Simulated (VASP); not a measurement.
# BeAl3 (I4/mmm) in VASP: further runs

The runs below take BeAl3 through single point, with PBE.

All numbers are computed with VASP 6.6.1; they aren't measurements. Logs are shortened: lines on timing, memory, paths and dates and some standing lists are left out, and cuts for length are marked.

### Step 1. The cell of the first run

It takes space group I4/mmm (No. 139, tetragonal). Conventional cell: a = 3.778 Å, b = 3.778 Å, c = 7.493 Å, α = 90.00°, β = 90.00°, γ = 90.00°. Be (site symmetry 4/mmm) has 12 Al at 2.66 to 2.67 Å within 3.5 Å. Within 3.5 Å of Al (site symmetry -4m2) lie 4 Be at 2.66 Å and 8 Al at 2.66 to 2.67 Å. Al (site symmetry 4/mmm) has 8 Al at 2.66 Å and 4 Be at 2.67 Å within 3.5 Å.

### Step 2. Single point, PBE

File INCAR:

```
  ALGO = Normal
  EDIFF = 1E-6
  ENCUT = 520
  GGA = PE
  ISIF = 2
  ISMEAR = 1
  LASPH = T
  LCHARG = F
  LREAL = F
  LWAVE = F
  NBANDS = 14
  NELM = 60
  PREC = Accurate
  SIGMA = 0.1
```

File KPOINTS:

```
k-points
0
Gamma
  8 8 8
```

File POSCAR:

```
BeAl3
1.0
   -1.8889532650      1.8889532650      3.7463080916
    1.8889532650     -1.8889532650      3.7463080916
    1.8889532650      1.8889532650     -3.7463080916
Be Al
1 3
Direct
    0.0000000000      0.0000000000      0.0000000000
    0.7500000000      0.2500000000      0.5000000000
    0.2500000000      0.7500000000      0.5000000000
    0.5000000000      0.5000000000      0.0000000000
```

Potentials or basis: VASP PAW PBE potentials, release 64 (Be, Al).

The run is started by

```console
$ cat potpaw_PBE.64/Be/POTCAR potpaw_PBE.64/Al/POTCAR > POTCAR
$ mpirun -np 1 vasp_std > vasp.out
```

OUTCAR:

```text
EDIFF = 1E-6
   ENCUT = 520
   GGA = PE
   ISIF = 2
   ISMEAR = 1
   LASPH = T
   LREAL = F
   NELM = 60
   PREC = Accurate

 ion  position               nearest neighbor table
   1  0.000  0.000  0.000-   2 2.66   3 2.66   2 2.66   3 2.66   2 2.66   3 2.66   2 2.66   3 2.66
                             4 2.67   4 2.67   4 2.67   4 2.67
   2  0.750  0.250  0.500-   4 2.66   1 2.66   1 2.66   4 2.66   1 2.66   4 2.66   4 2.66   1 2.66
                             3 2.67   3 2.67   3 2.67   3 2.67
   3  0.250  0.750  0.500-   1 2.66   4 2.66   1 2.66   4 2.66   1 2.66   4 2.66   1 2.66   4 2.66
                             2 2.67   2 2.67   2 2.67   2 2.67
   4  0.500  0.500  0.000-   3 2.66   2 2.66   2 2.66   3 2.66   2 2.66   3 2.66   3 2.66   2 2.66
                             1 2.67   1 2.67   1 2.67   1 2.67

  LATTYP: Found a body centered tetragonal cell.
 ALAT       =     3.7779065300
 C/A-ratio  =     1.9832719851

  Lattice vectors:

 A1 = (  -1.8889532650,   1.8889532650,   3.7463080916)
 A2 = (   1.8889532650,  -1.8889532650,   3.7463080916)
 A3 = (   1.8889532650,   1.8889532650,  -3.7463080916)

Analysis of symmetry for initial positions (statically):
=====================================================================
 Subroutine PRICEL returns:
 Original cell was already a primitive cell.

 Routine SETGRP: Setting up the symmetry group for a
 body centered tetragonal supercell.

 Subroutine GETGRP returns: Found 16 space group operations
 (whereof 16 operations were pure point group operations)
 out of a pool of 16 trial point group operations.

The static configuration has the point symmetry D_4h.

Analysis of symmetry for dynamics (positions and initial velocities):
=====================================================================
 Subroutine PRICEL returns:
 Original cell was already a primitive cell.

 Routine SETGRP: Setting up the symmetry group for a
 body centered tetragonal supercell.

 Subroutine GETGRP returns: Found 16 space group operations
 (whereof 16 operations were pure point group operations)
 out of a pool of 16 trial point group operations.

The dynamic configuration has the point symmetry D_4h.

 Subroutine INISYM returns: Found 16 space group operations
 (whereof 16 operations are pure point group operations),
 and found     1 'primitive' translations

----------------------------------------------------------------------------------------

                                     Primitive cell

  volume of cell :      53.4695

  direct lattice vectors                    reciprocal lattice vectors
    -1.888953265  1.888953265  3.746308092     0.000000000  0.264696861  0.133464731
     1.888953265 -1.888953265  3.746308092     0.264696861  0.000000000  0.133464731
     1.888953265  1.888953265 -3.746308092     0.264696861  0.264696861  0.000000000

  length of vectors
     4.601207797  4.601207797  4.601207797     0.296440993  0.296440993  0.374337891

  position of ions in fractional coordinates (direct lattice)
     0.000000000  0.000000000  0.000000000
     0.750000000  0.250000000  0.500000000
     0.250000000  0.750000000  0.500000000
     0.500000000  0.500000000  0.000000000

  ion indices of the primitive-cell ions
   primitive index   ion index
                 1           1
                 2           2
                 3           3
                 4           4

----------------------------------------------------------------------------------------

 KPOINTS: k-points

Automatic generation of k-mesh.
 Grid dimensions read from file:
 generate k-points for:    8    8    8

 Generating k-lattice:

  Cartesian coordinates                     Fractional coordinates (reciprocal lattice)
     0.000000000  0.033087108  0.016683091     0.125000000  0.000000000  0.000000000
     0.033087108  0.000000000  0.016683091     0.000000000  0.125000000  0.000000000
     0.033087108  0.033087108  0.000000000     0.000000000  0.000000000  0.125000000

  Length of vectors
     0.037055124  0.037055124  0.046792236

  Shift w.r.t. Gamma in fractional coordinates (k-lattice)
     0.000000000  0.000000000  0.000000000

 Subroutine IBZKPT returns following result:
 ===========================================

 Found     59 irreducible k-points:

 Following reciprocal coordinates:
            Coordinates               Weight
  0.000000  0.000000  0.000000      1.000000
  0.125000  0.000000 -0.000000      8.000000
  0.250000  0.000000 -0.000000      8.000000
  0.375000  0.000000 -0.000000      8.000000
  0.500000  0.000000 -0.000000      4.000000
  0.125000  0.125000 -0.000000      8.000000
[... 16 lines left out ...]
  0.250000  0.125000  0.125000     16.000000
  0.375000  0.125000  0.125000      8.000000
 [... further k-points ...]
   k-points           NKPTS =     59   k-points in BZ     NKDIM =     59   number of bands    NBANDS=     14
   number of dos      NEDOS =    301   number of ions     NIONS =      4
   total plane-waves  NPLWV =  46656
   dimension x,y,z NGX =    36 NGY =   36 NGZ =   36
   dimension x,y,z NGXF=    72 NGYF=   72 NGZF=   72
   ions per type =               1   3
   NGX,Y,Z   is equivalent  to a cutoff of  13.01, 13.01, 13.01 a.u.
   NGXF,Y,Z  is equivalent  to a cutoff of  26.01, 26.01, 26.01 a.u.
 SYSTEM =  unknown system
   PREC   = accura    normal or accurate (medium, high low for compatibility)
   ISTART =      0    job   : 0-new  1-cont  2-samecut
   ICHARG =      2    charge: 1-file 2-atom 10-const
   ISPIN  =      1    spin polarized calculation?
   LNONCOLLINEAR =      F non collinear calculations
   LSORBIT =      F    spin-orbit coupling
   LASPH  =      T    aspherical Exc in radial PAW
   ENCUT  =  520.0 eV  38.22 Ry    6.18 a.u.   8.56  8.56  8.56*2*pi/ulx,y,z
   NELM   =     60;   NELMIN=  2; NELMDL= -5     # of ELM steps
   EDIFF  = 0.1E-05   stopping-criterion for ELM
   LREAL  =      F    real-space projection
   EDIFFG = 0.1E-04   stopping-criterion for IOM
   NSW    =      0    number of steps for IOM
   IBRION =     -1    ionic relax: 0-MD 1-quasi-New 2-CG
   NFREE  =      0    steps in history (QN), initial steepest desc. (CG)
   ISIF   =      2    stress and relaxation
   ISYM   =      2    0-nonsym 1-usesym 2-fastsym
   POTIM  = 0.5000    time-step for ionic-motion
   TEBEG  =    0.0;   TEEND  =   0.0 temperature during run
   PSTRESS=    0.0 pullay stress
   NELECT =      11.0000    total number of electrons
   NUPDOWN=      -1.0000    fix difference up-down
   EMIN   =  10.00;   EMAX   =-10.00  energy-range for DOS
   EFERMI =   0.00;   METHOD = LEGACY
   ISMEAR =     1;   SIGMA  =   0.10  broadening in eV -4-tet -1-fermi 0-gaus
   EFERMI_NEDOS =   21; number of points for ismear=-14 and -15
   IALGO  =     38    algorithm
   IMIX   =      4    mixing-type and parameters
     AMIX     =   0.40;   BMIX     =  1.00
     AMIX_MAG =   1.60;   BMIX_MAG =  1.00
  volume/ion in A,a.u.               =      13.37        90.21
  Fermi-wavevector in a.u.,A,eV,Ry     =   0.966430  1.826288 12.707665  0.933987
  Thomas-Fermi vector in A             =   2.096231
   LORBIT       =      0    0 simple, 1 ext, 2 COOP (PROOUT), +10 PAW based schemes
   GGA     = PE    functional components
   LHFCALC =     F    Hartree Fock is set to
   AEXX    =    0.0000 exact exchange contribution
   IVDW    =     0    specifies the selected vdW correction
   LEPSILON=     F    determine dielectric tensor
   LRPA    =     F    only Hartree local field effects (RPA)
 non-spin polarized calculation
 Methfessel and Paxton  Order N= 1 SIGMA  =   0.10
  energy-cutoff  :      520.00
  volume of cell :       53.47
 maximum number of plane-waves:      1454
 NGX is ok and might be reduce to    36
   NGX = 17   NGY = 17   NGZ = 17

 number of electron      11.0000000 magnetization

 Free energy of the ion-electron system (eV)
  ---------------------------------------------------
  ext. energy  EPLUGINS =         0.00000000
  ---------------------------------------------------
  free energy    TOTEN  =       -14.24072636 eV

  energy without entropy =      -14.23973243  energy(sigma->0) =      -14.24039505

 E-fermi :   8.5294     XC(G=0): -10.5203

 val. band max:        8.5290873707   @ k =  -0.2500   0.3750   0.2500
 cond. band min:       8.5349653978   @ k =   0.2500   0.2500  -0.0000
 fundamental gap:      0.0058780271
 Fermi energy:         8.5293923781

 k-point     1 :       0.0000    0.0000    0.0000
  band No.  band energies     occupation
      1      -3.1057      2.00000
      2       5.8256      2.00000
      3       8.0221      2.00000
      4       8.0221      2.00000
      5       8.0354      2.00000
      6       8.1768      2.00001
      7       8.1768      2.00001
      8       8.6918     -0.04390
      9       9.6777     -0.00000
     10      11.4901      0.00000
     11      11.9458      0.00000
     12      15.1285      0.00000
     13      15.2021      0.00000
     14      15.2021      0.00000

 k-point     2 :       0.1250    0.0000   -0.0000
  band No.  band energies     occupation
      1      -2.9108      2.00000
      2       5.4589      2.00000
      3       6.0936      2.00000
      4       7.2075      2.00000
      5       7.6781      2.00000
      6       8.7328     -0.01429
      7       8.8888     -0.00000
      8       9.6913     -0.00000
      9      10.5563      0.00000
     10      12.4096      0.00000
     11      12.9990      0.00000
     12      13.0011      0.00000
     13      14.6579      0.00000
     14      17.6166      0.00000

 k-point     3 :       0.2500    0.0000   -0.0000
  band No.  band energies     occupation
      1      -2.3288      2.00000
      2       3.7573      2.00000
      3       5.0126      2.00000
      4       6.1327      2.00000
      5       7.6329      2.00000
      6       9.9171     -0.00000
      7      10.0284     -0.00000
      8      10.2118     -0.00000
      9      11.2028      0.00000
     10      11.9714      0.00000
     11      13.4532      0.00000
     12      14.1627      0.00000
     13      15.8726      0.00000
     14      18.3110      0.00000

 k-point     4 :       0.3750    0.0000   -0.0000
  band No.  band energies     occupation
      1      -1.3707      2.00000
      2       1.7328      2.00000
      3       4.7735      2.00000
      4       5.3559      2.00000
      5       7.9509      2.00000
      6       9.7479     -0.00000
      7      10.2069     -0.00000
      8      11.4080      0.00000
      9      11.5437      0.00000
     10      13.1846      0.00000
     11      13.5404      0.00000
     12      15.8931      0.00000
     13      16.3317      0.00000
     14      17.0584      0.00000

 k-point     5 :       0.5000    0.0000   -0.0000
  band No.  band energies     occupation
      1      -0.2792      2.00000
      2       0.2807      2.00000
      3       4.7969      2.00000
      4       4.9874      2.00000
      5       8.4887      1.62895
      6       8.8422     -0.00009
      7      10.4453     -0.00000
      8      11.3477      0.00000
      9      12.9097      0.00000
     10      14.1720      0.00000
     11      14.3010      0.00000
[... 276 lines left out ...]
 k-point    22 :       0.1250    0.1250    0.1250
  band No.  band energies     occupation
      1      -1.7100      2.00000
      2       4.2941      2.00000
      3       4.3179      2.00000
      4       5.5644      2.00000
      5       6.8968      2.00000
      6       7.0090      2.00000
      7       7.9387      2.00000
      8      11.0702      0.00000
      9      13.9056      0.00000
     10      14.3290      0.00000
     11      14.8758      0.00000
     12      16.3347      0.00000
     13      16.5161      0.00000
     14      16.7589      0.00000

 k-point    23 :       0.2500    0.1250    0.1250
  band No.  band energies     occupation
      1      -0.7537      2.00000
      2       2.3226      2.00000
      3       4.5550      2.00000
      4       5.2465      2.00000
      5       6.1735      2.00000
      6       6.7640      2.00000
      7       8.4329      2.04230
      8      12.3121      0.00000
      9      13.1254      0.00000
     10      14.4871      0.00000
     11      16.0415      0.00000
     12      16.6237      0.00000
     13      17.5475      0.00000
     14      17.9281      0.00000

 k-point    24 :       0.3750    0.1250    0.1250
  band No.  band energies     occupation
      1       0.3544      2.00000
      2       0.8594      2.00000
      3       4.9495      2.00000
      4       5.0169      2.00000
      5       5.7881      2.00000
      6       6.2970      2.00000
      7      10.1706     -0.00000
      8      10.3840     -0.00000
      9      14.3533      0.00000
     10      15.0924      0.00000
     11      15.7467      0.00000
     12      15.9394      0.00000
     13      18.6133      0.00000
     14      18.7763      0.00000

 [... further k-points ...]

------------------------ aborting loop because EDIFF is reached ----------------------------------------

  FORCE on cell =-STRESS in cart. coord.  units (eV):
  Direction    XX          YY          ZZ          XY          YZ          ZX
  --------------------------------------------------------------------------------------
  -------------------------------------------------------------------------------------
  Total        3.3009378      3.3009378      3.1392548      0.0000000      0.0000000      0.0000000
  in kB       98.9104129     98.9104129     94.0656888      0.0000000      0.0000000      0.0000000
  external PRESSURE =      97.2955049 kB  Pullay stress =       0.0000000 kB

 VOLUME and BASIS-vectors are now :
 -----------------------------------------------------------------------------
  energy-cutoff  :      520.00
  volume of cell :       53.47
      direct lattice vectors                 reciprocal lattice vectors
    -1.888953265  1.888953265  3.746308092     0.000000000  0.264696861  0.133464731
     1.888953265 -1.888953265  3.746308092     0.264696861  0.000000000  0.133464731
     1.888953265  1.888953265 -3.746308092     0.264696861  0.264696861  0.000000000

 POSITION                                       TOTAL-FORCE (eV/Angst)
 -----------------------------------------------------------------------------------
      0.00000      0.00000      0.00000         0.000000     -0.000000      0.000000
     -0.00000      1.88895      1.87315         0.000000      0.000000     -0.000000
      1.88895     -0.00000      1.87315        -0.000000     -0.000000     -0.000000
      0.00000      0.00000      3.74631         0.000000     -0.000000      0.000000
 -----------------------------------------------------------------------------------
    total drift:                               -0.000000     -0.000000     -0.000000

  FREE ENERGIE OF THE ION-ELECTRON SYSTEM (eV)
  ---------------------------------------------------
  free  energy   TOTEN  =       -14.2407263561 eV

  energy  without entropy=      -14.2397324278  energy(sigma->0) =      -14.24039505
```

Run time: 41 s. Hardware: 1 thread of Intel Xeon Platinum 8488C (Sapphire Rapids), shared host; peak memory 0.21 GiB.

Results:

```yaml
Free_energy: -14.2407 eV
Pressure: 9.7 GPa
Band_gap_on_the_k_mesh: zero (an odd number of electrons rules out a gap without spin polarisation)
```

Caveat: the cell stands under pressure.

[end of part 1 of 2]
